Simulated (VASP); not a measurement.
# Mo in VASP: further runs

The runs below take Mo through single point, with PBE.

Everything below comes from runs of VASP 6.6.1. Logs are shortened: lines on timing, memory, paths and dates and some standing lists are left out, and cuts for length are marked.

### Step 1. The cell of the first run

The cell holds a wire or tube with vacuum around it, 2 atoms: a = 10.100 Å, b = 9.300 Å, c = 3.095 Å, α = 90.00°, β = 90.00°, γ = 90.00°.

### Step 2. Single point, PBE, collinear spin

Contents of INCAR:

```
SYSTEM = Mo
PREC = Accurate
ENCUT = 520
EDIFF = 1E-6
ISMEAR = 0
SIGMA = 0.05
LREAL = .False.
LASPH = .True.
NELM = 150
ALGO = Normal
ISIF = 2
LWAVE = .False.
LCHARG = .False.
ISPIN = 2
MAGMOM = 1.5 1.5
LORBIT = 11
LMAXMIX = 4
GGA = PE
NBANDS = 25
```

Contents of KPOINTS:

```
regular mesh
0
Gamma
  1 1 15
  0 0 0
```

Contents of POSCAR:

```
Mo
1.0
   10.1000000000      0.0000000000      0.0000000000
    0.0000000000      9.3000000000      0.0000000000
    0.0000000000      0.0000000000      3.0945729650
Mo
2
Direct
    0.4214869710      0.5000000000      0.0000000000
    0.5785130290      0.5000000000      0.5000000000
```

Potentials or basis: VASP PAW PBE potentials, release 64 (Mo_sv).

The run is started by

```sh
$ cat potpaw_PBE.64/Mo_sv/POTCAR > POTCAR
$ mpirun -np 1 vasp_std > vasp.out
```

OUTCAR:

```text
SYSTEM = Mo
   PREC = Accurate
   ENCUT = 520
   EDIFF = 1E-6
   ISMEAR = 0
   LREAL = .False.
   LASPH = .True.
   NELM = 150
   ISIF = 2
   ISPIN = 2
   LORBIT = 11
   GGA = PE

 ion  position               nearest neighbor table
   1  0.421  0.500  0.000-   2 2.22   2 2.22
   2  0.579  0.500  0.500-   1 2.22   1 2.22

  LATTYP: Found a simple orthorhombic cell.
 ALAT       =     3.0945729650
 B/A-ratio  =     3.0052611799
 C/A-ratio  =     3.2637782706

  Lattice vectors:

 A1 = (   0.0000000000,   0.0000000000,  -3.0945729650)
 A2 = (   0.0000000000,   9.3000000000,   0.0000000000)
 A3 = (  10.1000000000,   0.0000000000,   0.0000000000)

Analysis of symmetry for initial positions (statically):
=====================================================================
 Subroutine PRICEL returns:
 Original cell was already a primitive cell.

 Routine SETGRP: Setting up the symmetry group for a
 simple orthorhombic supercell.

 Subroutine GETGRP returns: Found  8 space group operations
 (whereof  4 operations were pure point group operations)
 out of a pool of  8 trial point group operations.

The static configuration has the point symmetry C_2v.
 The point group associated with its full space group is D_2h.

Analysis of symmetry for dynamics (positions and initial velocities):
=====================================================================
 Subroutine PRICEL returns:
 Original cell was already a primitive cell.

 Routine SETGRP: Setting up the symmetry group for a
 simple orthorhombic supercell.

 Subroutine GETGRP returns: Found  8 space group operations
 (whereof  4 operations were pure point group operations)
 out of a pool of  8 trial point group operations.

The dynamic configuration has the point symmetry C_2v.
 The point group associated with its full space group is D_2h.

Analysis of structural, dynamic, and magnetic symmetry:
=====================================================================
 Subroutine PRICEL returns:
 Original cell was already a primitive cell.

 Routine SETGRP: Setting up the symmetry group for a
 simple orthorhombic supercell.

 Subroutine GETGRP returns: Found  8 space group operations
 (whereof  4 operations were pure point group operations)
 out of a pool of  8 trial point group operations.

The overall configuration has the point symmetry C_2v.
 The point group associated with its full space group is D_2h.

 Subroutine INISYM returns: Found  8 space group operations
 (whereof  4 operations are pure point group operations),
 and found     1 'primitive' translations

----------------------------------------------------------------------------------------

                                     Primitive cell

  volume of cell :     290.6732

  direct lattice vectors                    reciprocal lattice vectors
    10.100000000  0.000000000  0.000000000     0.099009901  0.000000000  0.000000000
     0.000000000  9.300000000  0.000000000     0.000000000  0.107526882  0.000000000
     0.000000000  0.000000000  3.094572965     0.000000000  0.000000000  0.323146363

  length of vectors
    10.100000000  9.300000000  3.094572965     0.099009901  0.107526882  0.323146363

  position of ions in fractional coordinates (direct lattice)
     0.421486971  0.500000000  0.000000000
     0.578513029  0.500000000  0.500000000

  ion indices of the primitive-cell ions
   primitive index   ion index
                 1           1
                 2           2

----------------------------------------------------------------------------------------

 KPOINTS: regular mesh

Automatic generation of k-mesh.
 Grid dimensions read from file:
 generate k-points for:    1    1   15

 Generating k-lattice:

  Cartesian coordinates                     Fractional coordinates (reciprocal lattice)
     0.099009901  0.000000000  0.000000000     1.000000000  0.000000000  0.000000000
     0.000000000  0.107526882  0.000000000     0.000000000  1.000000000  0.000000000
     0.000000000  0.000000000  0.021543091     0.000000000  0.000000000  0.066666667

  Length of vectors
     0.099009901  0.107526882  0.021543091

  Shift w.r.t. Gamma in fractional coordinates (k-lattice)
     0.000000000  0.000000000  0.000000000

 Subroutine IBZKPT returns following result:
 ===========================================

 Found      8 irreducible k-points:

 Following reciprocal coordinates:
            Coordinates               Weight
  0.000000  0.000000  0.000000      1.000000
  0.000000  0.000000  0.066667      2.000000
  0.000000  0.000000  0.133333      2.000000
  0.000000  0.000000  0.200000      2.000000
  0.000000  0.000000  0.266667      2.000000
  0.000000  0.000000  0.333333      2.000000
  0.000000  0.000000  0.400000      2.000000
  0.000000  0.000000  0.466667      2.000000
   k-points           NKPTS =      8   k-points in BZ     NKDIM =      8   number of bands    NBANDS=     25
   number of dos      NEDOS =    301   number of ions     NIONS =      2
   total plane-waves  NPLWV = 134400
   dimension x,y,z NGX =    80 NGY =   70 NGZ =   24
   dimension x,y,z NGXF=   160 NGYF=  140 NGZF=   48
   ions per type =               2
   NGX,Y,Z   is equivalent  to a cutoff of  13.17, 12.51, 12.89 a.u.
   NGXF,Y,Z  is equivalent  to a cutoff of  26.34, 25.03, 25.79 a.u.
 SYSTEM =  Mo
   PREC   = accura    normal or accurate (medium, high low for compatibility)
   ISTART =      0    job   : 0-new  1-cont  2-samecut
   ICHARG =      2    charge: 1-file 2-atom 10-const
   ISPIN  =      2    spin polarized calculation?
   LNONCOLLINEAR =      F non collinear calculations
   LSORBIT =      F    spin-orbit coupling
   LASPH  =      T    aspherical Exc in radial PAW
   ENCUT  =  520.0 eV  38.22 Ry    6.18 a.u.  18.78 17.29  5.75*2*pi/ulx,y,z
   NELM   =    150;   NELMIN=  2; NELMDL= -5     # of ELM steps
   EDIFF  = 0.1E-05   stopping-criterion for ELM
   LREAL  =      F    real-space projection
[... 7 lines left out ...]
   TEBEG  =    0.0;   TEEND  =   0.0 temperature during run
   PSTRESS=    0.0 pullay stress
   NELECT =      28.0000    total number of electrons
   NUPDOWN=      -1.0000    fix difference up-down
   EMIN   =  10.00;   EMAX   =-10.00  energy-range for DOS
   EFERMI =   0.00;   METHOD = LEGACY
   ISMEAR =     0;   SIGMA  =   0.05  broadening in eV -4-tet -1-fermi 0-gaus
   EFERMI_NEDOS =   21; number of points for ismear=-14 and -15
   IALGO  =     38    algorithm
   IMIX   =      4    mixing-type and parameters
     AMIX     =   0.40;   BMIX     =  1.00
     AMIX_MAG =   1.60;   BMIX_MAG =  1.00
  volume/ion in A,a.u.               =     145.34       980.78
  Fermi-wavevector in a.u.,A,eV,Ry     =   0.750457  1.418158  7.662607  0.563186
  Thomas-Fermi vector in A             =   1.847212
   LORBIT       =     11    0 simple, 1 ext, 2 COOP (PROOUT), +10 PAW based schemes
   GGA     = PE    functional components
   LHFCALC =     F    Hartree Fock is set to
   AEXX    =    0.0000 exact exchange contribution
   IVDW    =     0    specifies the selected vdW correction
   LEPSILON=     F    determine dielectric tensor
   LRPA    =     F    only Hartree local field effects (RPA)
 spin polarized calculation
 Gauss-broadening in eV      SIGMA  =   0.05
  energy-cutoff  :      520.00
  volume of cell :      290.67
 maximum number of plane-waves:      7846
 NGX is ok and might be reduce to    80
   NGX = 37   NGY = 35   NGZ = 11

 number of electron      28.0000002 magnetization       0.0136542

 number of electron      28.0000002 magnetization      -0.0001335

 Free energy of the ion-electron system (eV)
  ---------------------------------------------------
  ext. energy  EPLUGINS =         0.00000000
  ---------------------------------------------------
  free energy    TOTEN  =       -15.79725270 eV

  energy without entropy =      -15.79465672  energy(sigma->0) =      -15.79595471

 E-fermi :  -1.5614     XC(G=0):  -3.1048

 val. band max:       -1.6105294095   @ k =   0.0000   0.0000   0.4667
 cond. band min:      -1.5269160514   @ k =   0.0000   0.0000   0.0000
 fundamental gap:      0.0836133582
 Fermi energy:        -1.5613780227

 spin component 1

 k-point     1 :       0.0000    0.0000    0.0000
  band No.  band energies     occupation
      1     -62.8304      1.00000
      2     -61.8925      1.00000
      3     -37.5936      1.00000
      4     -37.3585      1.00000
      5     -36.8496      1.00000
      6     -36.1834      1.00000
[... 17 lines left out ...]
     24       3.0772      0.00000
     25       3.4629      0.00000

 k-point     2 :       0.0000    0.0000    0.0667
  band No.  band energies     occupation
      1     -62.8194      1.00000
      2     -61.9019      1.00000
      3     -37.6039      1.00000
      4     -37.3934      1.00000
      5     -36.8413      1.00000
      6     -36.1895      1.00000
[... 17 lines left out ...]
     24       3.1449      0.00000
     25       3.2501      0.00000

 k-point     3 :       0.0000    0.0000    0.1333
  band No.  band energies     occupation
      1     -62.7871      1.00000
      2     -61.9297      1.00000
      3     -37.6343      1.00000
      4     -37.4850      1.00000
      5     -36.8168      1.00000
      6     -36.2077      1.00000
[... 104 lines left out ...]
 k-point     7 :       0.0000    0.0000    0.4000
  band No.  band energies     occupation
      1     -62.4901      1.00000
      2     -62.1991      1.00000
      3     -37.8872      1.00000
      4     -37.8666      1.00000
      5     -36.5965      1.00000
      6     -36.3897      1.00000
[... 17 lines left out ...]
     24       4.3511      0.00000
     25       4.6716      0.00000

 k-point     8 :       0.0000    0.0000    0.4667
  band No.  band energies     occupation
      1     -62.3923      1.00000
      2     -62.2938      1.00000
      3     -37.9144      1.00000
      4     -37.9053      1.00000
      5     -36.5259      1.00000
      6     -36.4559      1.00000
[... 17 lines left out ...]
     24       4.9154      0.00000
     25       5.0134      0.00000
 Fermi energy:        -1.5613780227

 spin component 2

 k-point     1 :       0.0000    0.0000    0.0000
  band No.  band energies     occupation
      1     -62.8304      1.00000
      2     -61.8926      1.00000
      3     -37.5936      1.00000
      4     -37.3585      1.00000
      5     -36.8496      1.00000
      6     -36.1834      1.00000
[... 17 lines left out ...]
     24       3.0776      0.00000
     25       3.4629      0.00000

 k-point     2 :       0.0000    0.0000    0.0667
  band No.  band energies     occupation
      1     -62.8194      1.00000
      2     -61.9019      1.00000
      3     -37.6039      1.00000
      4     -37.3934      1.00000
      5     -36.8413      1.00000
      6     -36.1895      1.00000
[... 17 lines left out ...]
     24       3.1255      0.00000
     25       3.1452      0.00000

 k-point     3 :       0.0000    0.0000    0.1333
  band No.  band energies     occupation
      1     -62.7871      1.00000
      2     -61.9297      1.00000
      3     -37.6344      1.00000
      4     -37.4850      1.00000
      5     -36.8168      1.00000
      6     -36.2077      1.00000
[... 104 lines left out ...]
 k-point     7 :       0.0000    0.0000    0.4000
  band No.  band energies     occupation
      1     -62.4901      1.00000
      2     -62.1991      1.00000
      3     -37.8872      1.00000
      4     -37.8666      1.00000
      5     -36.5965      1.00000
      6     -36.3897      1.00000
[... 17 lines left out ...]
     24       4.3517      0.00000
     25       4.6716      0.00000

 k-point     8 :       0.0000    0.0000    0.4667
  band No.  band energies     occupation
      1     -62.3923      1.00000
      2     -62.2938      1.00000
      3     -37.9144      1.00000
      4     -37.9053      1.00000
      5     -36.5259      1.00000
      6     -36.4559      1.00000
[... 17 lines left out ...]
     24       4.9154      0.00000
     25       5.0147      0.00000

------------------------ aborting loop because EDIFF is reached ----------------------------------------

  FORCE on cell =-STRESS in cart. coord.  units (eV):
  Direction    XX          YY          ZZ          XY          YZ          ZX
  --------------------------------------------------------------------------------------
  -------------------------------------------------------------------------------------
  Total        0.4772804     -0.0839764      0.4236823      0.0000000      0.0000000      0.0000000
  in kB        2.6307473     -0.4628738      2.3353173      0.0000000      0.0000000      0.0000000
  external PRESSURE =       1.5010636 kB  Pullay stress =       0.0000000 kB

 VOLUME and BASIS-vectors are now :
 -----------------------------------------------------------------------------
  energy-cutoff  :      520.00
  volume of cell :      290.67
      direct lattice vectors                 reciprocal lattice vectors
    10.100000000  0.000000000  0.000000000     0.099009901  0.000000000  0.000000000
     0.000000000  9.300000000  0.000000000     0.000000000  0.107526882  0.000000000
     0.000000000  0.000000000  3.094572965     0.000000000  0.000000000  0.323146363

 POSITION                                       TOTAL-FORCE (eV/Angst)
 -----------------------------------------------------------------------------------
      4.25702      4.65000      0.00000        -0.339538      0.000000      0.000000
      5.84298      4.65000      1.54729         0.339538      0.000000      0.000000
 -----------------------------------------------------------------------------------
    total drift:                               -0.000000      0.000000     -0.000000

  FREE ENERGIE OF THE ION-ELECTRON SYSTEM (eV)
  ---------------------------------------------------
  free  energy   TOTEN  =       -15.7972527037 eV

  energy  without entropy=      -15.7946567206  energy(sigma->0) =      -15.79595471

 total charge

# of ion       s       p       d       tot
------------------------------------------
    1        2.396   6.053   4.360  12.809
    2        2.396   6.053   4.360  12.809
--------------------------------------------------
tot          4.793  12.107   8.719  25.618

 magnetization (x)

# of ion       s       p       d       tot
------------------------------------------
    1       -0.000  -0.000  -0.000  -0.000
    2       -0.000  -0.000  -0.000  -0.000
--------------------------------------------------
tot         -0.000  -0.000  -0.000  -0.000
```

Wall time 90 s (1 thread of Intel Xeon 6975P-C (Granite Rapids), shared host); peak memory 0.45 GiB.

Results:

```
Free energy                                           : -15.7973 eV
Largest force                                         : 0.340 eV/Å
Net moment                                            : 0.00 μB per cell
Valence electrons inside the program's atomic spheres : Mo 12.81
```

Forces in eV/Å, atoms in the order of the input:
```
Mo  -0.340  0.000  0.000
Mo   0.340  0.000  0.000
```

### Step 3. Single point, PBE, collinear spin

This run uses another cell than the first one.

Contents of INCAR:

```
PREC     = Accurate       # precision mode
ENCUT    = 520            # plane-wave cutoff, eV
EDIFF    = 1E-6           # SCF threshold, eV
ISMEAR   = 0              # smearing method
SIGMA    = 0.05           # smearing width, eV
LREAL    = False          # projectors in reciprocal space
LASPH    = True           # aspherical terms in the spheres
NELM     = 150            # most SCF steps
ALGO     = Normal         # electronic algorithm
ISIF     = 2              # what is computed and relaxed
LWAVE    = False          # write WAVECAR
LCHARG   = False          # write CHGCAR
ISPIN    = 2              # spin polarisation
MAGMOM   = 1.5 1.5        # initial moments
LORBIT   = 11             # projections on sites
LMAXMIX  = 4              # l up to which the mixer works
GGA      = PE             # functional
NBANDS   = 25             # bands
```

Contents of KPOINTS:

```
regular mesh
0
Gamma
  1 1 25
```

Contents of POSCAR:

```
Mo
1.0
   11.2000000000      0.0000000000      0.0000000000
    0.0000000000      9.3000000000      0.0000000000
    0.0000000000      0.0000000000      2.4031245995
Mo
2
Direct
    0.4011059611      0.5000000000      0.0000000000
    0.5988940389      0.5000000000      0.5000000000
```

Potentials or basis: VASP PAW PBE potentials, release 64 (Mo_sv).

The run is started by

```sh
$ cat potpaw_PBE.64/Mo_sv/POTCAR > POTCAR
$ mpirun -np 1 vasp_std > vasp.out
```

It took 83 s on 1 thread of Intel Xeon 6975P-C (Granite Rapids), shared host; peak memory 0.41 GiB.

The run converged. Its results:

* Free energy: -15.1423 eV
* Largest force: 0.100 eV/Å
* Net moment: 1.64 μB per cell
* Site moments: Mo +0.56 μB
* Valence electrons inside the program's atomic spheres: Mo 12.67

Forces in eV/Å, atoms in the order of the input:
```
Mo  -0.100  0.000  0.000
Mo   0.100  0.000  0.000
```

Levels at points of the mesh, in eV from the Fermi level:
Spin up:
```
           k point  band 13  band 14  band 15  band 16  band 17  band 18  band 19  band 20
(0.00, 0.00, 0.00)    -1.96    -0.74    -0.11    -0.03     1.00     1.49     1.99     2.91
```
Spin down:
```
           k point  band 10  band 11  band 12  band 13  band 14  band 15  band 16  band 17
(0.00, 0.00, 0.00)    -4.01    -2.44    -1.97    -1.48     0.01     0.52     0.66     1.53
```
